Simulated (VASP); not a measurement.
Set up this calculation in VASP 6.6.1, as the native input.

- Task: single point
- Functional: PBE
- Potentials or basis: VASP PAW PBE potentials, release 64 (Re)
- Cutoff: 520 eV
- k mesh: 24 × 24 × 24
- Occupations: gaussian, width 0.1 eV
- Spin: no spin polarisation
- Dipole correction: no
- Further INCAR settings: ALGO = Normal; EDIFF = 1e-06; NBANDS = 10

The structure of Re lies in POSCAR:

```
Re
1.0
    0.0000000000      1.8970449456      1.8970449456
    1.8970449456      0.0000000000      1.8970449456
    1.8970449456      1.8970449456      0.0000000000
Re
1
Direct
    0.5000000000      0.5000000000      0.5000000000
```

This isn't the form of Re at room conditions, which is hcp.

These files were run (other wordings do the same):

INCAR

```
SYSTEM = Re
ALGO = Normal
EDIFF = 1E-6
ENCUT = 520
GGA = PE
ISIF = 2
ISMEAR = 0
LASPH = .TRUE.
LCHARG = .FALSE.
LREAL = .FALSE.
LWAVE = .FALSE.
NBANDS = 10
NELM = 80
PREC = Accurate
SIGMA = 0.1
```

KPOINTS

```
k-points
0
G
  24 24 24
  0 0 0
```

Potentials or basis: VASP PAW PBE potentials, release 64 (Re).

Launch:

```bash
$ cat potpaw_PBE.64/Re/POTCAR > POTCAR
$ mpirun -np 1 vasp_std > vasp.out
```

Results of the run:

- Pressure: 42.2 GPa
- Band gap on the k mesh: zero (an odd number of electrons rules out a gap without spin polarisation)

Caveat: the cell stands under pressure; spin-orbit coupling is left out, which moves the levels of the heavy elements.

It took 39 s on 1 thread of Intel(R) Xeon(R) Platinum 8259CL CPU @ 2.50GHz (Skylake/Cascade Lake), on a shared host, peak memory 0.17 GiB.
